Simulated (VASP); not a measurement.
Set up this calculation in VASP 6.6.1, as the native input.

```
Task                   : single point
Functional             : PBE
Potentials or basis    : VASP PAW PBE potentials, release 64 (Sb)
Cutoff                 : 520 eV
k mesh                 : 16 × 16 × 12
Occupations            : gaussian, width 0.1 eV
Spin                   : no spin polarisation
Dipole correction      : no
Further INCAR settings : ALGO = Normal; EDIFF = 1e-06; NBANDS = 12
```

The structure of Sb lies in POSCAR:

```
Sb
1.0
    2.6811991985     -2.6828078555      0.0000000000
    2.6811991985      2.6828078555      0.0000000000
    0.0000000000      0.0000000000      3.7804851726
Sb
2
Direct
    0.7500000000      0.2500000000      0.7501127695
    0.2500000000      0.7500000000      0.2498872305
```

The cell was generated, and may not be a known phase.

One way to write it, as run:

INCAR

```
ALGO     = Normal         # electronic algorithm
EDIFF    = 1E-6           # SCF threshold, eV
ENCUT    = 520            # plane-wave cutoff, eV
GGA      = PE             # functional
ISIF     = 2              # what is computed and relaxed
ISMEAR   = 0              # smearing method
LASPH    = True           # aspherical terms in the spheres
LCHARG   = True           # write CHGCAR
LELF     = True           # ELF
LREAL    = False          # projectors in reciprocal space
LVHAR    = True         
LWAVE    = False          # write WAVECAR
NBANDS   = 12             # bands
NELM     = 60             # most SCF steps
PREC     = Accurate       # precision mode
SIGMA    = 0.1            # smearing width, eV
```

KPOINTS

```
k-points
0
Gamma
  16 16 12
```

Potentials or basis: VASP PAW PBE potentials, release 64 (Sb).

Run with:

```sh
$ cat potpaw_PBE.64/Sb/POTCAR > POTCAR
$ mpirun -np 1 vasp_std > vasp.out
```

It gave:

```json
{
  "Pressure": "-0.1 GPa",
  "Band gap on the k mesh": "zero (bands 5 and 6 overlap by 4.41 eV)"
}
```

Caveat: spin-orbit coupling is left out, which moves the levels of the heavy elements.

It took 75 s on 1 thread of Intel(R) Xeon(R) 6975P-C (Granite Rapids) (shared host), peak memory 0.38 GiB.
